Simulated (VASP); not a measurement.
Runs of VASP 6.6.1 on Mo. The structure is cubic, space group Im-3m (No. 229). Conventional cell: a = 3.147 Å, b = 3.147 Å, c = 3.147 Å, α = 90.00°, β = 90.00°, γ = 90.00°. Within 3.6 Å of Mo (site symmetry m-3m) lie 14 Mo at 2.73 to 3.15 Å. 

| smearing | gap on the mesh (eV) | pressure (GPa) |
| --- | --- | --- |
| gaussian 0.2 eV | none | 3.9 |
| gaussian 0.5 eV | none | (a) |
| gaussian 0.3 eV | none | 4.0 |
| gaussian 0.1 eV | none | 3.8 |

Alike in all rows: task single point; level PBE; potentials or basis VASP PAW PBE potentials, release 64 (Mo_sv); no spin polarisation; cell as given; k mesh 13 × 13 × 13; cutoff (eV) 500.

Task: Estimate the missing entries.

Result: (a) 4.2.

Caveats: the cell stands under pressure; so wide a smearing shifts energies and pressures (at least some runs).

A k mesh can miss the band edges, and the runs leave out spin-orbit coupling on Mo.

A gap of «none» marks levels without a gap at the run's occupations.
